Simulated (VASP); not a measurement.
# Fe2O3: single point with PBE

Fe2O3:

```xyz
10
Lattice="2.5190 1.4543 4.5907 -2.5190 1.4543 4.5907 0.0000 -2.9087 4.5907" Properties=species:S:1:pos:R:3 pbc="T T T"
Fe    0.0000    0.0000    4.8932
Fe    0.0000    0.0000    1.9928
Fe    0.0000    0.0000    8.8788
Fe    0.0000    0.0000   11.7792
O     0.7706   -1.5740    8.0337
O    -1.7484    0.1197    8.0337
O     0.9779    1.4543    8.0337
O    -0.7706    1.5740    5.7383
O     1.7484   -0.1197    5.7383
O    -0.9779   -1.4543    5.7383
```

* Program: VASP 6.6.1
* Task: single point
* Functional: PBE
* Potentials or basis: VASP PAW PBE potentials, release 64 (Fe, O)
* Cutoff: 600 eV
* k mesh: 7 × 7 × 7
* Occupations: fermi-dirac, width 0.05 eV
* Spin: collinear spin, antiferromagnetic start
* Starting moments: [3.0, -3.0, 3.0, -3.0, 0.0, 0.0, 0.0, 0.0, 0.0, 0.0] μB
* Dipole correction: no
* Further INCAR settings: ALGO = Normal; EDIFF = 1e-06; NBANDS = 49

```yaml
Pressure: -1.6 GPa
Largest_force: 0.225 eV/Å
Band_gap_on_the_k_mesh: 0.53 eV (least direct gap 0.55 eV)
Net_moment: 0.00 μB per cell
Site_moments: Fe +3.55, -3.55 (each value once); O +0.00 μB
Valence_electrons_inside_the_program's_atomic_spheres: Fe 6.84; O 4.99
```

Forces in eV/Å, atoms in the order of the input:
```
Fe   0.000  0.000  0.185
Fe   0.000  0.000 -0.185
Fe   0.000  0.000 -0.185
Fe   0.000  0.000  0.185
O    0.113  0.195  0.000
O    0.113 -0.195  0.000
O   -0.225  0.000  0.000
O   -0.113 -0.195  0.000
O   -0.113  0.195  0.000
O    0.225  0.000  0.000
```

Stress tensor (GPa, compression positive):
```
-2.46  0.00  0.00
 0.00 -2.46  0.00
 0.00  0.00  0.20
```

Levels at points of the mesh, in eV from the valence-band top:
Spin up:
```csv
k point,band 32,band 33,band 34,band 35,band 36,band 37
"(0.00, 0.00, 0.00)",-0.73,-0.43,-0.43,0.73,1.05,1.09
```
Spin down:
| k point | band 31 | band 32 | band 33 | band 34 | band 35 | band 36 | band 37 | band 38 |
| --- | --- | --- | --- | --- | --- | --- | --- | --- |
| (0.00, 0.00, 0.00) | -0.73 | -0.73 | -0.43 | -0.43 | 0.73 | 1.05 | 1.09 | 1.09 |

It took 5.9 min on 4 MPI ranks on Intel(R) Xeon(R) Platinum 8175M CPU @ 2.50GHz (Skylake/Cascade Lake), with other jobs on the host, peak memory 0.65 GiB a rank.

Caveat: an odd mesh through Γ misses points on the zone boundary, where band edges can lie.
